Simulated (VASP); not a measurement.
The system is TiSiTe4.

```xyz
6
Lattice="4.3443 0.0000 0.0000 -2.1722 3.7623 0.0000 0.0000 0.0000 10.0012" Properties=species:S:1:pos:R:3 pbc="T T T"
Ti    0.0000    0.0000    8.7380
Si    0.0000    0.0000    4.4051
Te    0.0000    2.5082    4.2334
Te    2.1722    1.2541    4.2334
Te    0.0000    2.5082    9.3304
Te    2.1722    1.2541    9.3304
```

The cell was generated, and may not be a known phase.

| Item | Value |
| --- | --- |
| Program | VASP 6.6.1 |
| Task | relaxation of cell and atoms |
| Functional | PBE |
| Potentials or basis | VASP PAW PBE potentials, release 64 (Ti_sv, Si, Te) |
| Cutoff | 600 eV |
| k mesh | 6 × 6 × 2 |
| Occupations | gaussian, width 0.1 eV |
| Spin | no spin polarisation |

At the start: pressure 47.7 GPa; volume 27.24 Å³/atom.

Question: Where does the relaxation end?

Answer: Over 48 steps the energy falls by 2134.3 meV/atom and the volume is 26.40 Å³/atom (-3.1 %); space group P6mm (No. 183, to 0.1 Å) before and after.

The path:
```tsv
step	energy change (eV)	largest force (eV/Å)	pressure (GPa)	volume (Å³)
1	0.0000	1.9609	47.71	163.47
3	-10.0556	0.5496	-4.26	258.83
5	-10.5660	0.8948	0.02	229.80
7	-10.5731	0.8725	-0.36	231.56
9	-10.9793	1.1988	-0.95	216.20
11	-12.1522	2.2907	7.45	145.45
13	-12.3650	0.6753	0.78	162.15
15	-12.5070	0.7867	4.21	150.99
17	-12.5764	0.9066	2.93	153.63
19	-12.6243	0.7087	1.83	156.00
21	-12.6657	0.3990	-0.36	161.39
23	-12.6842	0.3982	-0.27	160.68
25	-12.6876	0.3993	-0.19	160.22
27	-12.7056	0.2166	0.08	158.98
29	-12.7204	0.3200	0.26	157.77
31	-12.7344	0.3812	-0.98	160.64
33	-12.7503	0.3406	-0.95	160.28
35	-12.7618	0.3231	-0.73	158.68
37	-12.7837	0.2581	-0.24	157.78
39	-12.7884	0.2350	0.20	156.76
41	-12.8016	0.0890	0.33	157.39
43	-12.8037	0.0633	-0.03	158.50
45	-12.8048	0.0419	-0.01	158.41
47	-12.8058	0.0466	0.01	158.32
48	-12.8061	0.0335	-0.04	158.43
```

Final structure:
```
CELL_PARAMETERS angstrom
5.38062 0.00000 0.00000
-2.69031 4.65976 0.00000
0.00000 0.00000 6.31877
ATOMIC_POSITIONS crystal
Ti 0.00000 0.00000 0.86441
Si 0.00000 0.00000 0.44277
Te 0.33333 0.66667 0.42970
Te 0.66667 0.33333 0.42970
Te 0.33333 0.66667 0.93001
Te 0.66667 0.33333 0.93001
```

Caveat: a cell axis changed by over 15 % at a fixed basis, so the end point is rough.
